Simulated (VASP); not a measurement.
# CsCl (Pm-3m) in VASP: a series of runs

CsCl is run at these levels: PBE, LDA; tasks: single point.

All numbers are computed with VASP 6.6.1; they aren't measurements. Logs are shortened: lines on timing, memory, paths and dates and some standing lists are left out, and cuts for length are marked.

**1. The cell of the first run**

It takes space group Pm-3m (No. 221, cubic). The conventional cell has a = 4.137 Å, b = 4.137 Å, c = 4.137 Å, α = 90.00°, β = 90.00°, γ = 90.00°. Within 4.7 Å of Cs (site symmetry m-3m) lie 8 Cl at 3.58 Å and 6 Cs at 4.14 Å. Within 4.7 Å of Cl (site symmetry m-3m) lie 8 Cs at 3.58 Å and 6 Cl at 4.14 Å.

**2. Single point, PBE**

Contents of INCAR:

```
SYSTEM = CsCl
ALGO     = Normal         ! electronic algorithm
EDIFF    = 1E-6           ! SCF threshold, eV
ENCUT    = 500            ! plane-wave cutoff, eV
GGA      = PE             ! functional
GGA_COMPAT= .FALSE.      
ISIF     = 2              ! what is computed and relaxed
ISMEAR   = 0              ! smearing method
LASPH    = .TRUE.         ! aspherical terms in the spheres
LCHARG   = .FALSE.        ! write CHGCAR
LREAL    = .FALSE.        ! projectors in reciprocal space
LWAVE    = .FALSE.        ! write WAVECAR
NBANDS   = 15             ! bands
NELM     = 120            ! most SCF steps
PREC     = Accurate       ! precision mode
SIGMA    = 0.01           ! smearing width, eV
```

Contents of KPOINTS:

```
k-points
0
G
  4 4 4
  0 0 0
```

Contents of POSCAR:

```
CsCl
1.0
    4.1368324570      0.0000000000      0.0000000000
    0.0000000000      4.1368324570      0.0000000000
    0.0000000000      0.0000000000      4.1368324570
Cs Cl
1 1
Direct
    0.0000000000      0.0000000000      0.0000000000
    0.5000000000      0.5000000000      0.5000000000
```

Potentials or basis: VASP PAW PBE potentials, release 64 (Cs_sv, Cl).

The run is started by

```console
$ cat potpaw_PBE.64/Cs_sv/POTCAR potpaw_PBE.64/Cl/POTCAR > POTCAR
$ mpirun -np 1 vasp_std > vasp.out
```

OUTCAR:

```text
SYSTEM = CsCl
   EDIFF = 1E-6
   ENCUT = 500
   GGA = PE
   ISIF = 2
   ISMEAR = 0
   LASPH = .TRUE.
   LREAL = .FALSE.
   NELM = 120
   PREC = Accurate

 ion  position               nearest neighbor table
   1  0.000  0.000  0.000-
   2  0.500  0.500  0.500-

  LATTYP: Found a simple cubic cell.
 ALAT       =     4.1368324570

  Lattice vectors:

 A1 = (   4.1368324570,   0.0000000000,   0.0000000000)
 A2 = (   0.0000000000,   4.1368324570,   0.0000000000)
 A3 = (   0.0000000000,   0.0000000000,   4.1368324570)

Analysis of symmetry for initial positions (statically):
=====================================================================
 Subroutine PRICEL returns:
 Original cell was already a primitive cell.

 Routine SETGRP: Setting up the symmetry group for a
 simple cubic supercell.

 Subroutine GETGRP returns: Found 48 space group operations
 (whereof 48 operations were pure point group operations)
 out of a pool of 48 trial point group operations.

The static configuration has the point symmetry O_h .

Analysis of symmetry for dynamics (positions and initial velocities):
=====================================================================
 Subroutine PRICEL returns:
 Original cell was already a primitive cell.

 Routine SETGRP: Setting up the symmetry group for a
 simple cubic supercell.

 Subroutine GETGRP returns: Found 48 space group operations
 (whereof 48 operations were pure point group operations)
 out of a pool of 48 trial point group operations.

The dynamic configuration has the point symmetry O_h .

 Subroutine INISYM returns: Found 48 space group operations
 (whereof 48 operations are pure point group operations),
 and found     1 'primitive' translations

----------------------------------------------------------------------------------------

                                     Primitive cell

  volume of cell :      70.7952

  direct lattice vectors                    reciprocal lattice vectors
     4.136832457  0.000000000  0.000000000     0.241730844  0.000000000  0.000000000
     0.000000000  4.136832457  0.000000000     0.000000000  0.241730844  0.000000000
     0.000000000  0.000000000  4.136832457     0.000000000  0.000000000  0.241730844

  length of vectors
     4.136832457  4.136832457  4.136832457     0.241730844  0.241730844  0.241730844

  position of ions in fractional coordinates (direct lattice)
     0.000000000  0.000000000  0.000000000
     0.500000000  0.500000000  0.500000000

  ion indices of the primitive-cell ions
   primitive index   ion index
                 1           1
                 2           2

----------------------------------------------------------------------------------------

 KPOINTS: k-points

Automatic generation of k-mesh.
 Grid dimensions read from file:
 generate k-points for:    4    4    4

 Generating k-lattice:

  Cartesian coordinates                     Fractional coordinates (reciprocal lattice)
     0.060432711  0.000000000  0.000000000     0.250000000  0.000000000  0.000000000
     0.000000000  0.060432711  0.000000000     0.000000000  0.250000000  0.000000000
     0.000000000  0.000000000  0.060432711     0.000000000  0.000000000  0.250000000

  Length of vectors
     0.060432711  0.060432711  0.060432711

  Shift w.r.t. Gamma in fractional coordinates (k-lattice)
     0.000000000  0.000000000  0.000000000

 Subroutine IBZKPT returns following result:
 ===========================================

 Found     10 irreducible k-points:

 Following reciprocal coordinates:
            Coordinates               Weight
  0.000000  0.000000  0.000000      1.000000
  0.250000  0.000000  0.000000      6.000000
  0.500000  0.000000  0.000000      3.000000
  0.250000  0.250000  0.000000     12.000000
  0.500000  0.250000  0.000000     12.000000
  0.500000  0.500000  0.000000      3.000000
  0.250000  0.250000  0.250000      8.000000
  0.500000  0.250000  0.250000     12.000000
  0.500000  0.500000  0.250000      6.000000
  0.500000  0.500000  0.500000      1.000000
   k-points           NKPTS =     10   k-points in BZ     NKDIM =     10   number of bands    NBANDS=     15
   number of dos      NEDOS =    301   number of ions     NIONS =      2
   total plane-waves  NPLWV =  27000
   dimension x,y,z NGX =    30 NGY =   30 NGZ =   30
   dimension x,y,z NGXF=    60 NGYF=   60 NGZF=   60
   ions per type =               1   1
   NGX,Y,Z   is equivalent  to a cutoff of  12.06, 12.06, 12.06 a.u.
   NGXF,Y,Z  is equivalent  to a cutoff of  24.11, 24.11, 24.11 a.u.
 SYSTEM =  CsCl
   PREC   = accura    normal or accurate (medium, high low for compatibility)
   ISTART =      0    job   : 0-new  1-cont  2-samecut
   ICHARG =      2    charge: 1-file 2-atom 10-const
   ISPIN  =      1    spin polarized calculation?
   LNONCOLLINEAR =      F non collinear calculations
   LSORBIT =      F    spin-orbit coupling
   LASPH  =      T    aspherical Exc in radial PAW
   ENCUT  =  500.0 eV  36.75 Ry    6.06 a.u.   7.54  7.54  7.54*2*pi/ulx,y,z
   NELM   =    120;   NELMIN=  2; NELMDL= -5     # of ELM steps
   EDIFF  = 0.1E-05   stopping-criterion for ELM
   LREAL  =      F    real-space projection
   EDIFFG = 0.1E-04   stopping-criterion for IOM
   NSW    =      0    number of steps for IOM
   IBRION =     -1    ionic relax: 0-MD 1-quasi-New 2-CG
   NFREE  =      0    steps in history (QN), initial steepest desc. (CG)
   ISIF   =      2    stress and relaxation
   ISYM   =      2    0-nonsym 1-usesym 2-fastsym
   POTIM  = 0.5000    time-step for ionic-motion
   TEBEG  =    0.0;   TEEND  =   0.0 temperature during run
   PSTRESS=    0.0 pullay stress
   NELECT =      16.0000    total number of electrons
   NUPDOWN=      -1.0000    fix difference up-down
   EMIN   =  10.00;   EMAX   =-10.00  energy-range for DOS
   EFERMI =   0.00;   METHOD = LEGACY
   ISMEAR =     0;   SIGMA  =   0.01  broadening in eV -4-tet -1-fermi 0-gaus
   EFERMI_NEDOS =   21; number of points for ismear=-14 and -15
   IALGO  =     38    algorithm
   IMIX   =      4    mixing-type and parameters
     AMIX     =   0.40;   BMIX     =  1.00
     AMIX_MAG =   1.60;   BMIX_MAG =  1.00
  volume/ion in A,a.u.               =      35.40       238.87
  Fermi-wavevector in a.u.,A,eV,Ry     =   0.997195  1.884426 13.529613  0.994398
  Thomas-Fermi vector in A             =   2.129335
   LORBIT       =      0    0 simple, 1 ext, 2 COOP (PROOUT), +10 PAW based schemes
   GGA     = PE    functional components
   LHFCALC =     F    Hartree Fock is set to
   AEXX    =    0.0000 exact exchange contribution
   IVDW    =     0    specifies the selected vdW correction
   LEPSILON=     F    determine dielectric tensor
   LRPA    =     F    only Hartree local field effects (RPA)
 non-spin polarized calculation
 Gauss-broadening in eV      SIGMA  =   0.01
  energy-cutoff  :      500.00
  volume of cell :       70.80
 maximum number of plane-waves:      1856
   NGX = 15   NGY = 15   NGZ = 15

 number of electron      15.9999998 magnetization

 Free energy of the ion-electron system (eV)
  ---------------------------------------------------
  ext. energy  EPLUGINS =         0.00000000
  ---------------------------------------------------
  free energy    TOTEN  =        -6.53082254 eV

  energy without entropy =       -6.53082254  energy(sigma->0) =       -6.53082254

 E-fermi :  -0.2522     XC(G=0):  -8.2109

 val. band max:       -0.3682430137   @ k =   0.0000   0.0000   0.0000
 cond. band min:       4.8462007522   @ k =   0.0000   0.0000   0.0000
 fundamental gap:      5.2144437658
 Fermi energy:        -0.2521596736

 k-point     1 :       0.0000    0.0000    0.0000
  band No.  band energies     occupation
      1     -19.7645      2.00000
      2     -12.5323      2.00000
      3      -6.2583      2.00000
      4      -6.2583      2.00000
      5      -6.2583      2.00000
      6      -0.3682      2.00000
      7      -0.3682      2.00000
      8      -0.3682      2.00000
      9       4.8462      0.00000
     10       5.0346      0.00000
     11       5.0346      0.00000
     12       9.6225      0.00000
     13       9.6225      0.00000
     14       9.6225      0.00000
     15      12.8007      0.00000

 k-point     2 :       0.2500    0.0000    0.0000
  band No.  band energies     occupation
      1     -19.7256      2.00000
      2     -12.5514      2.00000
      3      -6.5369      2.00000
      4      -6.1916      2.00000
      5      -6.1916      2.00000
      6      -1.0056      2.00000
      7      -0.4791      2.00000
      8      -0.4791      2.00000
      9       5.4304      0.00000
     10       6.0017      0.00000
     11       6.4642      0.00000
     12       9.2569      0.00000
     13       9.2569      0.00000
     14       9.9529      0.00000
     15      10.4632      0.00000

 k-point     3 :       0.5000    0.0000    0.0000
  band No.  band energies     occupation
      1     -19.6858      2.00000
      2     -12.5742      2.00000
      3      -6.7778      2.00000
      4      -6.1219      2.00000
      5      -6.1219      2.00000
      6      -1.5151      2.00000
      7      -0.5960      2.00000
      8      -0.5960      2.00000
      9       6.0391      0.00000
     10       7.1916      0.00000
     11       8.4528      0.00000
     12       8.9047      0.00000
     13       9.0925      0.00000
     14       9.0925      0.00000
     15      10.4165      0.00000
[... 91 lines left out ...]
 k-point     9 :       0.5000    0.5000    0.2500
  band No.  band energies     occupation
      1     -19.5873      2.00000
      2     -12.4085      2.00000
      3      -6.8975      2.00000
      4      -6.8975      2.00000
      5      -6.4275      2.00000
      6      -1.1174      2.00000
      7      -1.1174      2.00000
      8      -0.9816      2.00000
      9       6.8276      0.00000
     10       7.2315      0.00000
     11       7.7634      0.00000
     12       7.7634      0.00000
     13      10.8517      0.00000
     14      10.8517      0.00000
     15      11.8908      0.00000

 k-point    10 :       0.5000    0.5000    0.5000
  band No.  band energies     occupation
      1     -19.5555      2.00000
      2     -12.3691      2.00000
      3      -6.7780      2.00000
      4      -6.7780      2.00000
      5      -6.7780      2.00000
      6      -1.4395      2.00000
      7      -1.4395      2.00000
      8      -1.4395      2.00000
      9       8.0820      0.00000
     10       8.0820      0.00000
     11       8.0820      0.00000
     12      10.1015      0.00000
     13      10.1015      0.00000
     14      10.1015      0.00000
     15      12.0019      0.00000

------------------------ aborting loop because EDIFF is reached ----------------------------------------

  FORCE on cell =-STRESS in cart. coord.  units (eV):
  Direction    XX          YY          ZZ          XY          YZ          ZX
  --------------------------------------------------------------------------------------
  -------------------------------------------------------------------------------------
  Total        0.3684712      0.3684712      0.3684712      0.0000000      0.0000000      0.0000000
  in kB        8.3389292      8.3389292      8.3389292      0.0000000      0.0000000      0.0000000
  external PRESSURE =       8.3389292 kB  Pullay stress =       0.0000000 kB

 VOLUME and BASIS-vectors are now :
 -----------------------------------------------------------------------------
  energy-cutoff  :      500.00
  volume of cell :       70.80
      direct lattice vectors                 reciprocal lattice vectors
     4.136832457  0.000000000  0.000000000     0.241730844  0.000000000  0.000000000
     0.000000000  4.136832457  0.000000000     0.000000000  0.241730844  0.000000000
     0.000000000  0.000000000  4.136832457     0.000000000  0.000000000  0.241730844

 POSITION                                       TOTAL-FORCE (eV/Angst)
 -----------------------------------------------------------------------------------
      0.00000      0.00000      0.00000         0.000000      0.000000      0.000000
      2.06842      2.06842      2.06842         0.000000      0.000000      0.000000
 -----------------------------------------------------------------------------------
    total drift:                                0.000000      0.000000     -0.000000

  FREE ENERGIE OF THE ION-ELECTRON SYSTEM (eV)
  ---------------------------------------------------
  free  energy   TOTEN  =        -6.5308225372 eV

  energy  without entropy=       -6.5308225372  energy(sigma->0) =       -6.53082254
```

Wall time 17 s (1 thread of Intel Xeon 8259CL, shared host); peak memory 0.16 GiB.

What came out:

```yaml
Free_energy: -6.5308 eV
Pressure: 0.8 GPa
Band_gap_on_the_k_mesh: 5.21 eV, direct
```

Caveat: spin-orbit coupling is left out, which moves the levels of the heavy elements. A hybrid or GW would open this gap; PBE tends to underestimate it.

(Part 1 of 2 ends here.)
